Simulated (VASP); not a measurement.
# Mg8HO8 (a cell with a defect) in VASP: a series of runs

Mg8HO8 (a cell with a defect) is run at these levels: PBE; tasks: single point.

Everything below comes from runs of VASP 6.6.1. Logs are shortened: lines on timing, memory, paths and dates and some standing lists are left out, and cuts for length are marked.

### 1 The cell of the first run

The cell holds a defect, 17 atoms: a = 5.955 Å, b = 5.955 Å, c = 5.955 Å, α = 60.00°, β = 60.00°, γ = 60.00°.

### 2 Single point, PBE

Input file INCAR:

```
  ALGO = Normal
  EDIFF = 1E-6
  ENCUT = 520
  GGA = PE
  ISIF = 2
  ISMEAR = 0
  LASPH = T
  LCHARG = F
  LREAL = Auto
  LWAVE = F
  NBANDS = 46
  NELECT = 64.0
  NELM = 100
  PREC = Accurate
  SIGMA = 0.05
```

Input file KPOINTS:

```
k-points
0
Gamma
  2 2 2
```

Input file POSCAR:

```
Mg8HO8
1.0
    0.0000000000      4.2110000000      4.2110000000
    4.2110000000      0.0000000000      4.2110000000
    4.2110000000      4.2110000000      0.0000000000
Mg O H
8 8 1
Direct
    0.0129438376     -0.0062174068     -0.0008718832
    0.0054341012      0.0026521016      0.4984108288
    0.0114523866      0.5017523154      0.0020567561
    0.0114331513      0.5017283306      0.4897045832
    0.5217245310     -0.0134811209      0.0305378770
    0.5216655189     -0.0136398718      0.4663596533
    0.5102272619      0.5056846355     -0.0054364759
    0.5185771788      0.5021642128      0.4920694609
    0.2619189029      0.2497657326      0.2466821420
    0.2712126573      0.2420250534      0.7458811446
    0.2605600807      0.7495835906      0.2515121111
    0.2605401330      0.7495691047      0.7433477796
    0.7621429589      0.2517936357      0.2416000950
    0.7621157682      0.2517906673      0.7494427689
    0.7714441938      0.7409668725      0.2462796248
    0.7402199003      0.7730441700      0.7458487295
    0.4516466398      0.0907596770      0.7312909048
```

Potentials or basis: VASP PAW PBE potentials, release 64 (Mg, O, H).

The run is started by

```
cat potpaw_PBE.64/Mg/POTCAR potpaw_PBE.64/O/POTCAR potpaw_PBE.64/H/POTCAR > POTCAR
mpirun -np 1 vasp_std > vasp.out
```

OUTCAR:

```text
EDIFF = 1E-6
   ENCUT = 520
   GGA = PE
   ISIF = 2
   ISMEAR = 0
   LASPH = T
   LREAL = Auto
   NELECT = 64.0
   NELM = 100
   PREC = Accurate

 ion  position               nearest neighbor table
   1  0.013  0.994  0.999-  15 2.08  12 2.11  11 2.11  13 2.11  14 2.11  10 2.13   5 2.86   6 2.86
                             3 2.93   4 2.93   7 2.93   2 2.98   2 2.98   7 3.02   4 3.03   3 3.03
   2  0.005  0.003  0.498-  16 2.09  11 2.11  12 2.11  13 2.11  14 2.11   9 2.12   8 2.94   6 2.94
                             5 2.94   4 2.96   3 2.96   1 2.98   1 2.98   3 2.99   4 2.99   8 3.02
   3  0.011  0.502  0.002-  15 2.04   9 2.09  12 2.09  13 2.10  10 2.17  16 2.22   4 2.90   5 2.91
                             1 2.93   8 2.93   7 2.96   2 2.96   2 2.99   7 3.00   8 3.03   1 3.03
   4  0.011  0.502  0.490-  15 2.04   9 2.08  11 2.09  14 2.10  10 2.17  16 2.22   3 2.90   6 2.91
                             1 2.93   8 2.93   7 2.96   2 2.96   2 2.99   7 3.00   8 3.03   1 3.03
   5  0.522  0.987  0.031-  17 1.76  15 1.96   9 2.03  11 2.11  16 2.12  14 2.14  10 2.26   6 2.59
                             8 2.82   1 2.86   3 2.91   2 2.94   7 2.96   7 3.01   2 3.03   3 3.06
   6  0.522  0.986  0.466-  17 1.76  15 1.96   9 2.03  12 2.10  16 2.12  13 2.14  10 2.26   5 2.59
                             8 2.82   1 2.86   4 2.91   2 2.94   7 2.96   7 3.01   2 3.03   4 3.06
   7  0.510  0.506  0.995-  16 2.10  13 2.10  14 2.10  11 2.11  12 2.11   9 2.12   1 2.93   5 2.96
                             6 2.96   4 2.96   3 2.96   8 2.98   8 2.98   3 3.00   4 3.00   6 3.01
   8  0.519  0.502  0.492-  15 2.07  11 2.10  12 2.10  13 2.11  14 2.11  10 2.14  17 2.26   6 2.82
                             5 2.82   3 2.93   4 2.93   2 2.94   7 2.98   7 2.98   2 3.02   4 3.03
   9  0.262  0.250  0.247-   5 2.03   6 2.03   4 2.08   3 2.09   2 2.12   7 2.12
  10  0.271  0.242  0.746-  17 1.00   1 2.13   8 2.14   3 2.17   4 2.17   5 2.26   6 2.26
  11  0.261  0.750  0.252-   4 2.09   8 2.10   5 2.11   2 2.11   1 2.11   7 2.11
  12  0.261  0.750  0.743-   3 2.09   8 2.10   6 2.10   1 2.11   2 2.11   7 2.11
  13  0.762  0.252  0.242-   7 2.10   3 2.10   2 2.11   1 2.11   8 2.11   6 2.14
  14  0.762  0.252  0.749-   7 2.10   4 2.10   2 2.11   1 2.11   8 2.11   5 2.14
  15  0.771  0.741  0.246-   5 1.96   6 1.96   4 2.04   3 2.04   8 2.07   1 2.08
  16  0.740  0.773  0.746-   2 2.09   7 2.10   6 2.12   5 2.12   3 2.22   4 2.22
  17  0.452  0.091  0.731-  10 1.00   6 1.76   5 1.76   8 2.26

  LATTYP: Found a face centered cubic cell.
 ALAT       =     8.4220000000

  Lattice vectors:

 A1 = (   0.0000000000,   4.2110000000,   4.2110000000)
 A2 = (   4.2110000000,   0.0000000000,   4.2110000000)
 A3 = (   4.2110000000,   4.2110000000,   0.0000000000)

Analysis of symmetry for initial positions (statically):
=====================================================================
 Subroutine PRICEL returns:
 Original cell was already a primitive cell.

 Routine SETGRP: Setting up the symmetry group for a
 face centered cubic supercell.

[... 147 lines left out ...]
   EFERMI_NEDOS =   21; number of points for ismear=-14 and -15
   IALGO  =     38    algorithm
   IMIX   =      4    mixing-type and parameters
     AMIX     =   0.40;   BMIX     =  1.00
     AMIX_MAG =   1.60;   BMIX_MAG =  1.00
  volume/ion in A,a.u.               =       8.78        59.28
  Fermi-wavevector in a.u.,A,eV,Ry     =   1.234259  2.332411 20.727046  1.523395
  Thomas-Fermi vector in A             =   2.368956
   LORBIT       =      0    0 simple, 1 ext, 2 COOP (PROOUT), +10 PAW based schemes
   GGA     = PE    functional components
   LHFCALC =     F    Hartree Fock is set to
   AEXX    =    0.0000 exact exchange contribution
   IVDW    =     0    specifies the selected vdW correction
   LEPSILON=     F    determine dielectric tensor
   LRPA    =     F    only Hartree local field effects (RPA)
 non-spin polarized calculation
 Gauss-broadening in eV      SIGMA  =   0.05
  energy-cutoff  :      520.00
  volume of cell :      149.34
 maximum number of plane-waves:      4044
 NGX is ok and might be reduce to    48
   NGX = 23   NGY = 23   NGZ = 23

 number of electron      64.0000010 magnetization

 Free energy of the ion-electron system (eV)
  ---------------------------------------------------
  ext. energy  EPLUGINS =         0.00000000
  ---------------------------------------------------
  free energy    TOTEN  =      -102.04191250 eV

  energy without entropy =     -102.04191250  energy(sigma->0) =     -102.04191250

 E-fermi :   3.6019     XC(G=0): -11.0528

 val. band max:        3.3351052923   @ k =   0.0000   0.0000   0.0000
 cond. band min:       7.6649207624   @ k =   0.0000   0.0000   0.0000
 fundamental gap:      4.3298154701
 Fermi energy:         3.6019310961

 k-point     1 :       0.0000    0.0000    0.0000
  band No.  band energies     occupation
      1     -16.4077      2.00000
      2     -13.7178      2.00000
      3     -12.8286      2.00000
      4     -12.6690      2.00000
      5     -12.3843      2.00000
      6     -12.3764      2.00000
[... 365 lines left out ...]
     43      14.6633      0.00000
     44      14.8047      0.00000
 [bands above 44 left out]

------------------------ aborting loop because EDIFF is reached ----------------------------------------

  FORCE on cell =-STRESS in cart. coord.  units (eV):
  Direction    XX          YY          ZZ          XY          YZ          ZX
  --------------------------------------------------------------------------------------
  -------------------------------------------------------------------------------------
  Total        1.5973988      1.6014046     -2.0435629      4.7789928     -0.3508811      0.3439497
  in kB       17.1371346     17.1801097    -21.9236509     51.2697546     -3.7643049      3.6899439
  external PRESSURE =       4.1311978 kB  Pullay stress =       0.0000000 kB

 VOLUME and BASIS-vectors are now :
 -----------------------------------------------------------------------------
  energy-cutoff  :      520.00
  volume of cell :      149.34
      direct lattice vectors                 reciprocal lattice vectors
     0.000000000  4.211000000  4.211000000    -0.118736642  0.118736642  0.118736642
     4.211000000  0.000000000  4.211000000     0.118736642 -0.118736642  0.118736642
     4.211000000  4.211000000  0.000000000     0.118736642  0.118736642 -0.118736642

 POSITION                                       TOTAL-FORCE (eV/Angst)
 -----------------------------------------------------------------------------------
      8.39215      4.26183      4.23933         0.004237     -0.004012     -0.041720
      2.10998      2.12169      0.03405        -0.006067      0.008938     -0.002831
      2.12154      0.05689      2.16111         0.015383      0.002385     -0.004018
      4.17492      2.11029      2.16092        -0.001170     -0.014186     -0.003166
      4.28283      2.32558      6.35121        -0.023447      0.043725     -0.014640
      6.11740      4.16057      6.35030        -0.045351      0.021059     -0.009890
[... 9 lines left out ...]
      6.39606      6.25784      6.37236        -0.049211      0.049704      0.001456
      3.46165      4.98135      2.28407         0.064898     -0.064328      0.070414
 -----------------------------------------------------------------------------------
    total drift:                                0.000587     -0.001081      0.007901

  FREE ENERGIE OF THE ION-ELECTRON SYSTEM (eV)
  ---------------------------------------------------
  free  energy   TOTEN  =      -102.0419125032 eV

  energy  without entropy=     -102.0419125032  energy(sigma->0) =     -102.04191250
```

Wall time 66 s (1 thread of Intel Xeon 6975P-C (Granite Rapids), shared host); peak memory 0.33 GiB.

What came out:

- Free energy: -102.0419 eV
- Largest force: 0.208 eV/Å

Forces in eV/Å, atoms in the order of the input:
```
Mg   0.004 -0.004 -0.042
Mg  -0.006  0.009 -0.003
Mg   0.015  0.002 -0.004
Mg  -0.001 -0.014 -0.003
Mg  -0.023  0.044 -0.015
Mg  -0.045  0.021 -0.010
Mg  -0.013  0.012 -0.010
Mg   0.005 -0.002  0.036
O   -0.026  0.025 -0.003
O    0.147 -0.146 -0.009
O   -0.022  0.002  0.015
O   -0.003  0.019  0.014
O    0.000  0.018 -0.021
O   -0.020  0.002 -0.019
O   -0.027  0.028  0.001
O   -0.049  0.050  0.001
H    0.065 -0.064  0.070
```

Levels at points of the mesh, in eV from the Fermi level:
| k point | band 28 | band 29 | band 30 | band 31 | band 32 | band 33 | band 34 | band 35 | band 36 | band 37 |
| --- | --- | --- | --- | --- | --- | --- | --- | --- | --- | --- |
| (0.00, 0.00, 0.00) | -0.67 | -0.61 | -0.33 | -0.30 | -0.27 | 4.06 | 6.48 | 7.58 | 7.61 | 7.81 |
| (0.50, 0.00, 0.00) | -1.08 | -0.69 | -0.58 | -0.57 | -0.49 | 6.48 | 6.76 | 8.41 | 9.07 | 9.40 |
| (0.00, 0.50, 0.00) | -1.08 | -0.67 | -0.59 | -0.55 | -0.50 | 6.38 | 6.77 | 8.43 | 9.03 | 9.33 |
| (0.00, 0.00, 0.50) | -1.19 | -0.64 | -0.59 | -0.56 | -0.52 | 5.68 | 6.86 | 8.38 | 9.15 | 9.21 |
| (0.50, 0.50, 0.50) | -1.18 | -0.64 | -0.59 | -0.56 | -0.52 | 5.68 | 6.86 | 8.38 | 9.15 | 9.21 |
| (0.50, 0.50, 0.00) | -1.18 | -0.74 | -0.72 | -0.68 | -0.61 | 6.44 | 7.81 | 8.54 | 8.86 | 9.20 |
| (0.00, 0.50, 0.50) | -1.04 | -0.88 | -0.84 | -0.82 | -0.71 | 7.15 | 7.58 | 8.58 | 8.92 | 9.13 |
| (0.50, 0.00, 0.50) | -1.04 | -0.88 | -0.84 | -0.82 | -0.71 | 7.15 | 7.58 | 8.58 | 8.92 | 9.13 |

Caveat: the k points lie up to 0.65 Å⁻¹ apart; the cell carries a net charge on a neutralising background, which shifts energy and pressure; the cell is charged against a uniform background, so pressure and absolute levels hang on convention.

### 3 Single point, PBE

Input file INCAR:

```
  ALGO = Normal
  EDIFF = 1E-6
  ENCUT = 520
  GGA = PE
  ISIF = 2
  ISMEAR = 0
  LASPH = True
  LCHARG = False
  LREAL = Auto
  LWAVE = False
  NBANDS = 46
  NELECT = 64.0
  NELM = 80
  PREC = Accurate
  SIGMA = 0.05
```

KPOINTS is that of step 2.

Input file POSCAR:

```
Mg8HO8
1.0
    0.0000000000      4.2110000000      4.2110000000
    4.2110000000      0.0000000000      4.2110000000
    4.2110000000      4.2110000000      0.0000000000
Mg O H
8 8 1
Direct
    0.0145535502      0.0005715982     -0.0002324863
    0.0125593683      0.0087992163      0.4963332938
    0.0112928046      0.5015677986      0.0069054856
    0.0111838043      0.5015469010      0.4946794111
    0.4954617668      0.0112071954      0.0356063880
    0.4946009261      0.0112634766      0.4724327951
    0.5029509618      0.5033743766      0.0040488008
    0.5118118024      0.4953919497      0.5035073617
    0.2503423177      0.2618835194      0.2510003562
    0.2809238898      0.2320188791      0.7506887913
    0.2587210876      0.7511663500      0.2563005224
    0.2587250059      0.7511633816      0.7483877939
    0.7607500594      0.2522114700      0.2471442650
    0.7608045595      0.2521918784      0.7543980052
    0.7588668962      0.7521872477      0.2519124911
    0.7519674662      0.7610643553      0.7511158870
    0.6076401092     -0.0543641653      0.7303380432
```

Potentials or basis: VASP PAW PBE potentials, release 64 (Mg, O, H).

The run is started by

```
cat potpaw_PBE.64/Mg/POTCAR potpaw_PBE.64/O/POTCAR potpaw_PBE.64/H/POTCAR > POTCAR
mpirun -np 1 vasp_std > vasp.out
```

It took 65 s on 1 thread of Intel Xeon 6975P-C (Granite Rapids), shared host; peak memory 0.33 GiB.

The run converged. Its results:

| Quantity | Value |
| --- | --- |
| Free energy | -102.0487 eV |
| Largest force | 0.201 eV/Å |

Forces in eV/Å, atoms in the order of the input:
```
Mg   0.014 -0.017 -0.009
Mg   0.003  0.009  0.037
Mg   0.006  0.009  0.004
Mg  -0.003 -0.002  0.004
Mg   0.042 -0.048 -0.025
Mg   0.040 -0.029 -0.010
Mg   0.001  0.003 -0.040
Mg   0.020 -0.010  0.008
O    0.014 -0.015 -0.009
O    0.042 -0.042 -0.001
O   -0.007 -0.014  0.012
O    0.012 -0.002  0.010
O    0.016  0.000 -0.027
O   -0.005 -0.017 -0.023
O    0.018 -0.027 -0.011
O   -0.153  0.130 -0.016
H   -0.061  0.072  0.097
```

Levels at points of the mesh, in eV from the Fermi level:
| k point | band 28 | band 29 | band 30 | band 31 | band 32 | band 33 | band 34 | band 35 | band 36 | band 37 |
| --- | --- | --- | --- | --- | --- | --- | --- | --- | --- | --- |
| (0.00, 0.00, 0.00) | -0.67 | -0.60 | -0.32 | -0.29 | -0.26 | 4.06 | 6.46 | 7.59 | 7.63 | 7.82 |
| (0.50, 0.00, 0.00) | -1.07 | -0.66 | -0.58 | -0.54 | -0.50 | 6.33 | 6.79 | 8.39 | 9.05 | 9.33 |
| (0.00, 0.50, 0.00) | -1.07 | -0.67 | -0.57 | -0.56 | -0.48 | 6.47 | 6.78 | 8.36 | 9.11 | 9.40 |
| (0.00, 0.00, 0.50) | -1.16 | -0.62 | -0.58 | -0.55 | -0.52 | 5.68 | 6.87 | 8.37 | 9.17 | 9.22 |
| (0.50, 0.50, 0.50) | -1.16 | -0.62 | -0.58 | -0.55 | -0.51 | 5.68 | 6.87 | 8.37 | 9.16 | 9.23 |
| (0.50, 0.50, 0.00) | -1.16 | -0.73 | -0.72 | -0.67 | -0.60 | 6.45 | 7.82 | 8.56 | 8.86 | 9.21 |
| (0.00, 0.50, 0.50) | -1.04 | -0.86 | -0.83 | -0.80 | -0.70 | 7.10 | 7.60 | 8.56 | 8.94 | 9.14 |
| (0.50, 0.00, 0.50) | -1.04 | -0.86 | -0.83 | -0.80 | -0.70 | 7.11 | 7.60 | 8.56 | 8.94 | 9.14 |

Caveat: the k points lie up to 0.65 Å⁻¹ apart; the cell carries a net charge on a neutralising background, which shifts energy and pressure; the cell is charged against a uniform background, so pressure and absolute levels hang on convention.
